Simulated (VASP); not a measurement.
# Ti (P6_3/mmc) in VASP: notebook, part 2 of 2

VASP 6.6.1. Earlier steps stand in the parts before.

### Step 4. Relaxation of cell and atoms, PBE, target pressure 5 GPa, at which the enthalpy is minimised

INCAR reads:

```
SYSTEM = Ti
PREC = Accurate ; ENCUT = 600
EDIFF = 1E-6 ; ISMEAR = -1
SIGMA = 0.05 ; LREAL = .FALSE.
LASPH = .TRUE. ; NELM = 80
ALGO = Normal ; ISIF = 3
LWAVE = .FALSE. ; LCHARG = .FALSE.
GGA = PE ; IBRION = 2
NSW = 60 ; EDIFFG = -0.01
PSTRESS = 50.0
```

KPOINTS reads:

```
Automatic mesh
0
G
  10 10 6
  0 0 0
```

POSCAR reads:

```
Ti
1.0
    2.9500000000      0.0000000000      0.0000000000
   -1.4750000000      2.5547749412      0.0000000000
    0.0000000000      0.0000000000      4.6800000000
Ti
2
Direct
    0.6666666667      0.3333333333      0.7500000000
    0.3333333333      0.6666666667      0.2500000000
```

Potentials or basis: VASP PAW PBE potentials, release 64 (Ti_sv).

Started as:

```sh
$ cat potpaw_PBE.64/Ti_sv/POTCAR > POTCAR
$ mpirun -np 1 vasp_std > vasp.out
```

OUTCAR:

```text
SYSTEM = Ti
   PREC = Accurate
   ENCUT = 600
   EDIFF = 1E-6
   ISMEAR = -1
   LREAL = .FALSE.
   LASPH = .TRUE.
   NELM = 80
   ISIF = 3
   GGA = PE
   IBRION = 2
   NSW = 60
   EDIFFG = -0.01
   PSTRESS = 50.0

 ion  position               nearest neighbor table
   1  0.667  0.333  0.750-   2 2.89   2 2.89   2 2.89   2 2.89   2 2.89   2 2.89
   2  0.333  0.667  0.250-   1 2.89   1 2.89   1 2.89   1 2.89   1 2.89   1 2.89

  LATTYP: Found a hexagonal cell.
 ALAT       =     2.9500000000
 C/A-ratio  =     1.5864406780

  Lattice vectors:

 A1 = (   2.9500000000,   0.0000000000,   0.0000000000)
 A2 = (  -1.4750000000,   2.5547749412,   0.0000000000)
 A3 = (   0.0000000000,   0.0000000000,   4.6800000000)

Analysis of symmetry for initial positions (statically):
=====================================================================
 Subroutine PRICEL returns:
 Original cell was already a primitive cell.

 Routine SETGRP: Setting up the symmetry group for a
 hexagonal supercell.

 Subroutine GETGRP returns: Found 24 space group operations
 (whereof 12 operations were pure point group operations)
 out of a pool of 24 trial point group operations.

The static configuration has the point symmetry D_3d.
 The point group associated with its full space group is D_6h.

Analysis of symmetry for dynamics (positions and initial velocities):
=====================================================================
 Subroutine PRICEL returns:
 Original cell was already a primitive cell.

 Routine SETGRP: Setting up the symmetry group for a
 hexagonal supercell.

 Subroutine GETGRP returns: Found 24 space group operations
 (whereof 12 operations were pure point group operations)
 out of a pool of 24 trial point group operations.

The dynamic configuration has the point symmetry D_3d.
 The point group associated with its full space group is D_6h.

 Subroutine INISYM returns: Found 24 space group operations
 (whereof 12 operations are pure point group operations),
 and found     1 'primitive' translations
[... 122 lines left out ...]
   AEXX    =    0.0000 exact exchange contribution
   IVDW    =     0    specifies the selected vdW correction
   LEPSILON=     F    determine dielectric tensor
   LRPA    =     F    only Hartree local field effects (RPA)
 conjugate gradient relaxation of ions
 non-spin polarized calculation
  energy-cutoff  :      600.00
  volume of cell :       35.27
 maximum number of plane-waves:      1194
 NGX is ok and might be reduce to    24
   NGX = 11   NGY = 11   NGZ = 19

--------------------------------------- Ionic step        1  -------------------------------------------

 number of electron      23.9999997 magnetization

 Free energy of the ion-electron system (eV)
  ---------------------------------------------------
  ext. energy  EPLUGINS =         0.00000000
  ---------------------------------------------------
  free energy    TOTEN  =       -15.67531980 eV

  energy without entropy =      -15.65567249  energy(sigma->0) =      -15.66549614

------------------------ aborting loop because EDIFF is reached ----------------------------------------

  FORCE on cell =-STRESS in cart. coord.  units (eV):
  Direction    XX          YY          ZZ          XY          YZ          ZX
  --------------------------------------------------------------------------------------
  -------------------------------------------------------------------------------------
  Total       -0.3452764     -0.3452764     -0.4326660      0.0000000      0.0000000      0.0000000
  in kB      -15.6840059    -15.6840059    -19.6536333      0.0000000      0.0000000      0.0000000
  external PRESSURE =     -67.0072150 kB  Pullay stress =      50.0000000 kB
[... 215 lines left out ...]
--------------------------------------- Ionic step        7  -------------------------------------------

 number of electron      23.9999998 magnetization

 Free energy of the ion-electron system (eV)
  ---------------------------------------------------
  ext. energy  EPLUGINS =         0.00000000
  ---------------------------------------------------
  free energy    TOTEN  =       -15.65771463 eV

  energy without entropy =      -15.63876215  energy(sigma->0) =      -15.64823839

 E-fermi :   8.7810     XC(G=0): -11.6962

 val. band max:        8.7625781385   @ k =   0.3000   0.2000   0.5000
 cond. band min:       8.8127752610   @ k =   0.1000   0.0000   0.1667
 fundamental gap:      0.0501971226
 Fermi energy:         8.7809820793

 k-point     1 :       0.0000    0.0000    0.0000
  band No.  band energies     occupation
      1     -48.0039      2.00000
      2     -47.8399      2.00000
      3     -24.6461      2.00000
      4     -23.9130      2.00000
      5     -23.9130      2.00000
      6     -23.8308      2.00000
[... 433 lines left out ...]
      3     -24.4740      2.00000
      4     -24.3421      2.00000
      5     -24.2197      2.00000
      6     -24.0806      2.00000
[... 8 lines left out ...]
     15      10.0171      0.00000
     16      11.9999      0.00000

 [... further k-points ...]

------------------------ aborting loop because EDIFF is reached ----------------------------------------

  FORCE on cell =-STRESS in cart. coord.  units (eV):
  Direction    XX          YY          ZZ          XY          YZ          ZX
  --------------------------------------------------------------------------------------
  -------------------------------------------------------------------------------------
  Total        1.0195632      1.0195632      1.0222848      0.0000000     -0.0000000      0.0000000
  in kB       49.0398305     49.0398305     49.1707333      0.0000000     -0.0000000      0.0000000
  external PRESSURE =      -0.9165352 kB  Pullay stress =      50.0000000 kB
[... 21 lines left out ...]
  energy  without entropy=      -15.6387621529  energy(sigma->0) =      -15.64823839

  enthalpy is  TOTEN    =       -14.6181889706 eV   P V=        1.0395256568

 reached required accuracy - stopping structural energy minimisation
```

CONTCAR:

```text
Ti
   1.00000000000000
     2.8990580493449296   -0.0000000000000000    0.0000000000000000
    -1.4495290246724648    2.5106579178192465    0.0000000000000000
    -0.0000000000000000    0.0000000000000000    4.5764775472772685
  Ti
     2
Direct
     0.6666666667000030    0.3333333332999970    0.7500000000000000
     0.3333333332999970    0.6666666667000030    0.2500000000000000

  0.00000000E+00  0.00000000E+00  0.00000000E+00
  0.00000000E+00  0.00000000E+00  0.00000000E+00
```

It took 2 min on 1 thread of Intel Xeon Platinum 8259CL at 2.50GHz (Skylake/Cascade Lake), shared host; peak memory 0.18 GiB.

What came out:

- Free energy: -15.6577 eV
- Relaxed volume: 16.66 Å³/atom
- Relaxed cell: a = 2.899 Å, b = 2.899 Å, c = 4.576 Å, α = 90.00°, β = 90.00°, γ = 120.00°
- Space group after relaxing (to 0.05 Å): P6_3/mmc (No. 194)
- Energy change on relaxing (the enthalpy is what falls): +8.8 meV/atom
- Ionic steps: 7
- Pressure after relaxing: 4.9 GPa
- Band gap on the k mesh: zero (band 12 reaches 9.58 eV, above the bottom of band 13 at 8.58 eV)

Step by step:
```
step  energy change (eV)  largest force (eV/Å)  pressure (GPa)  volume (Å³)
   1              0.0000                0.0000           -1.70        35.27
   2              0.1044                0.0000           11.97        31.64
   3              0.0182                0.0000            4.95        33.29
   4              0.0194                0.0000            5.08        33.25
   5              0.0194                0.0000            5.10        33.25
   6              0.0193                0.0000            5.10        33.25
   7              0.0176                0.0000            4.91        33.31
```

Final structure:
```xyz
2
Lattice="2.8991 0.0000 0.0000 -1.4495 2.5107 0.0000 0.0000 0.0000 4.5765" Properties=species:S:1:pos:R:3 pbc="T T T"
Ti    1.4495    0.8369    3.4324
Ti    0.0000    1.6738    1.1441
```

Levels at points of the mesh, in eV from the Fermi level:
```
           k point  band 8  band 9  band 10  band 11  band 12  band 13  band 14  band 15  band 16
(0.00, 0.00, 0.00)  -32.58   -6.30    -2.79     0.80     0.80     0.93     0.95     1.34     1.34
(0.50, 0.00, 0.00)  -32.66   -2.40    -2.28    -1.94    -0.59     0.48     0.69     1.26     3.52
(0.00, 0.00, 0.50)  -32.64   -4.38    -4.38     0.10     0.10     0.70     0.70     0.70     0.70
(0.50, 0.00, 0.50)  -32.76   -2.65    -2.65    -0.85    -0.85     1.45     1.45     1.81     1.81
```

Caveat: the cell is relaxed towards a set pressure, so the enthalpy falls and the energy may rise.

### Step 5. Relaxation of cell and atoms, PBE, target pressure 10 GPa, at which the enthalpy is minimised

INCAR reads:

```
PREC = Accurate
ENCUT = 600
EDIFF = 1E-6
ISMEAR = -1
SIGMA = 0.05
LREAL = F
LASPH = T
NELM = 80
ALGO = Normal
ISIF = 3
LWAVE = F
LCHARG = F
GGA = PE
IBRION = 2
NSW = 60
EDIFFG = -0.01
PSTRESS = 100.0
```

KPOINTS reads:

```
regular mesh
0
Gamma
  10 10 6
```

POSCAR is that of step 4.

Potentials or basis: VASP PAW PBE potentials, release 64 (Ti_sv).

Started as:

```sh
$ cat potpaw_PBE.64/Ti_sv/POTCAR > POTCAR
$ mpirun -np 1 vasp_std > vasp.out
```

OUTCAR:

```text
PREC = Accurate
   ENCUT = 600
   EDIFF = 1E-6
   ISMEAR = -1
   LREAL = F
   LASPH = T
   NELM = 80
   ISIF = 3
   GGA = PE
   IBRION = 2
   NSW = 60
   EDIFFG = -0.01
   PSTRESS = 100.0

 ion  position               nearest neighbor table
   1  0.667  0.333  0.750-   2 2.89   2 2.89   2 2.89   2 2.89   2 2.89   2 2.89
   2  0.333  0.667  0.250-   1 2.89   1 2.89   1 2.89   1 2.89   1 2.89   1 2.89

  LATTYP: Found a hexagonal cell.
 ALAT       =     2.9500000000
 C/A-ratio  =     1.5864406780

  Lattice vectors:

 A1 = (   2.9500000000,   0.0000000000,   0.0000000000)
 A2 = (  -1.4750000000,   2.5547749412,   0.0000000000)
 A3 = (   0.0000000000,   0.0000000000,   4.6800000000)

Analysis of symmetry for initial positions (statically):
=====================================================================
 Subroutine PRICEL returns:
 Original cell was already a primitive cell.

 Routine SETGRP: Setting up the symmetry group for a
 hexagonal supercell.

 Subroutine GETGRP returns: Found 24 space group operations
 (whereof 12 operations were pure point group operations)
 out of a pool of 24 trial point group operations.

The static configuration has the point symmetry D_3d.
 The point group associated with its full space group is D_6h.

Analysis of symmetry for dynamics (positions and initial velocities):
=====================================================================
[... 170 lines left out ...]
  external PRESSURE =    -117.0072150 kB  Pullay stress =     100.0000000 kB
[... 25 lines left out ...]
--------------------------------------- Ionic step        2  -------------------------------------------

 number of electron      23.9999998 magnetization

 E-fermi :  10.3508     XC(G=0): -12.3583

 val. band max:       10.3402406237   @ k =   0.3000   0.2000   0.3333
 cond. band min:      10.3600649080   @ k =   0.2000   0.2000   0.5000
 fundamental gap:      0.0198242843
 Fermi energy:        10.3507843457

 k-point     1 :       0.0000    0.0000    0.0000
  band No.  band energies     occupation
      1     -46.2498      2.00000
      2     -45.9742      2.00000
      3     -23.0835      2.00000
      4     -21.9888      2.00000
      5     -21.9888      2.00000
      6     -21.8478      2.00000
[... 518 lines left out ...]
  energy  without entropy=      -15.5858210826  energy(sigma->0) =      -15.59504478

  enthalpy is  TOTEN    =       -13.5988025686 eV   P V=        2.0054658992

[... ionic steps 4 to 7 ...]

--------------------------------------- Ionic step        8  -------------------------------------------

 number of electron      24.0000009 magnetization

------------------------ aborting loop because EDIFF is reached ----------------------------------------
[... 71 lines left out ...]
--------------------------------------- Ionic step       10  -------------------------------------------

 number of electron      24.0000008 magnetization

 Free energy of the ion-electron system (eV)
  ---------------------------------------------------
  ext. energy  EPLUGINS =         0.00000000
  ---------------------------------------------------
  free energy    TOTEN  =       -15.60105055 eV

  energy without entropy =      -15.58292552  energy(sigma->0) =      -15.59198803

 E-fermi :   9.2027     XC(G=0): -11.8776

 val. band max:        9.1955288667   @ k =   0.3000   0.2000   0.5000
 cond. band min:       9.2294228093   @ k =   0.3000   0.2000   0.3333
 fundamental gap:      0.0338939426
 Fermi energy:         9.2027068652

 k-point     1 :       0.0000    0.0000    0.0000
  band No.  band energies     occupation
      1     -47.5244      2.00000
      2     -47.3341      2.00000
      3     -24.2160      2.00000
      4     -23.3941      2.00000
      5     -23.3941      2.00000
      6     -23.2978      2.00000
[... 480 lines left out ...]
  energy  without entropy=      -15.5829255190  energy(sigma->0) =      -15.59198803

  enthalpy is  TOTEN    =       -13.5989538102 eV   P V=        2.0020967387

 reached required accuracy - stopping structural energy minimisation
```

Run time: 2.5 min. Hardware: 1 thread of Intel Xeon Platinum 8259CL at 2.50GHz (Skylake/Cascade Lake), shared host; peak memory 0.18 GiB.

Results:

```yaml
Free_energy: -15.6011 eV
Relaxed_volume: 16.04 Å³/atom
Relaxed_cell: a = 2.862 Å, b = 2.862 Å, c = 4.520 Å, α = 90.00°, β = 90.00°, γ = 120.00°
Space_group_after_relaxing_to_0.05_Å: P6_3/mmc (No. 194)
Energy_change_on_relaxing_the_enthalpy_is_what_falls: +37.1 meV/atom
Ionic_steps: 10
Pressure_after_relaxing: 10.0 GPa
Band_gap_on_the_k_mesh: zero (band 12 reaches 10.02 eV, above the bottom of band 13 at 9.02 eV)
```

Step by step:
```tsv
step	energy change (eV)	largest force (eV/Å)	pressure (GPa)	volume (Å³)
1	0.0000	0.0000	-1.70	35.27
2	0.4021	0.0000	26.24	29.10
3	0.0711	0.0000	9.71	32.13
4	0.0748	0.0000	10.00	32.07
5	0.0787	0.0000	10.28	32.01
6	0.0713	0.0000	9.71	32.13
7	0.0734	0.0000	9.93	32.09
8	0.0733	0.0000	9.90	32.09
9	0.0740	0.0000	9.92	32.08
10	0.0743	0.0000	9.96	32.08
```

Final structure:
```yaml
crystal:
  lattice:
    - [2.86248, 0.00000, 0.00000]
    - [-1.43124, 2.47898, 0.00000]
    - [0.00000, 0.00000, 4.52042]
  atoms:
    - { symbol: Ti, position: [0.66667, 0.33333, 0.75000] }
    - { symbol: Ti, position: [0.33333, 0.66667, 0.25000] }
```

Caveat: the cell is relaxed towards a set pressure, so the enthalpy falls and the energy may rise.

### Step 6. Relaxation of cell and atoms, PBE, target pressure 20 GPa, at which the enthalpy is minimised

INCAR reads:

```
SYSTEM = Ti
PREC = Accurate
ENCUT = 600
EDIFF = 1E-7
ISMEAR = -1
SIGMA = 0.05
LREAL = .FALSE.
LASPH = .TRUE.
NELM = 100
ALGO = Normal
ISIF = 3
LWAVE = .FALSE.
LCHARG = .FALSE.
GGA = PE
IBRION = 2
NSW = 60
EDIFFG = -0.01
PSTRESS = 200.0
```

KPOINTS reads:

```
regular mesh
0
G
  10 10 6
  0 0 0
```

POSCAR is that of step 5.

Potentials or basis: VASP PAW PBE potentials, release 64 (Ti_sv).

Started as:

```sh
$ cat potpaw_PBE.64/Ti_sv/POTCAR > POTCAR
$ mpirun -np 1 vasp_std > vasp.out
```

It took 3 min on 1 thread of Intel Xeon Platinum 8259CL at 2.50GHz (Skylake/Cascade Lake), shared host; peak memory 0.19 GiB.

The run converged. Its results:

- Free energy: -15.4200 eV
- Relaxed volume: 15.06 Å³/atom
- Relaxed cell: a = 2.800 Å, b = 2.800 Å, c = 4.434 Å, α = 90.00°, β = 90.00°, γ = 120.00°
- Space group after relaxing (to 0.05 Å): P6_3/mmc (No. 194)
- Energy change on relaxing (the enthalpy is what falls): +127.6 meV/atom
- Ionic steps: 10
- Pressure after relaxing: 20.0 GPa
- Band gap on the k mesh: zero (band 12 reaches 10.78 eV, above the bottom of band 13 at 9.77 eV)

Step by step:
```csv
step,energy change (eV),largest force (eV/Å),pressure (GPa),volume (Å³)
1,0.0000,0.0000,-1.71,35.27
2,1.7397,0.0000,69.94,24.42
3,0.2239,0.0000,18.52,30.38
4,0.2511,0.0000,19.80,30.15
5,0.2632,0.0000,20.36,30.05
6,0.2469,0.0000,19.61,30.18
7,0.2548,0.0000,19.98,30.12
8,0.2550,0.0000,19.98,30.12
9,0.2552,0.0000,19.98,30.12
10,0.2553,0.0000,20.00,30.11
```

Final structure:
```
Ti
1.0
     2.80038    0.00000    0.00000
    -1.40019    2.42520    0.00000
     0.00000    0.00000    4.43420
Ti
2
Direct
  0.66667 0.33333 0.75000
  0.33333 0.66667 0.25000
```

Levels at points of the mesh, in eV from the Fermi level:
```tsv
k point	band 9	band 10	band 11	band 12	band 13	band 14	band 15	band 16
(0.00, 0.00, 0.00)	-6.52	-3.07	0.84	0.84	0.99	1.25	1.46	1.46
(0.50, 0.00, 0.00)	-2.62	-2.53	-2.25	-0.43	0.49	0.77	1.40	3.98
(0.00, 0.00, 0.50)	-4.46	-4.46	0.08	0.08	0.73	0.73	0.73	0.73
(0.50, 0.00, 0.50)	-2.95	-2.95	-1.01	-1.01	1.78	1.78	2.01	2.01
```

Caveat: the cell is relaxed towards a set pressure, so the enthalpy falls and the energy may rise.

### Step 7. Overview

```tsv
cell	gap on the mesh (eV)	pressure (GPa)
relaxed	none	-0.1
relaxed to 2 GPa	none	2.1
relaxed to 5 GPa	none	4.9
relaxed to 10 GPa	none	10.0
relaxed to 20 GPa	none	20.0
```

Alike in all rows: task relaxation of cell and atoms; level PBE; potentials or basis VASP PAW PBE potentials, release 64 (Ti_sv); no spin polarisation; k mesh 10 × 10 × 6; cutoff (eV) 600; smearing fermi-dirac 0.05 eV.

Caveats: the cell is relaxed towards a set pressure, so the enthalpy falls and the energy may rise (some runs).

Total energies depend on the potentials used, so only differences within one code and one set of settings carry meaning.
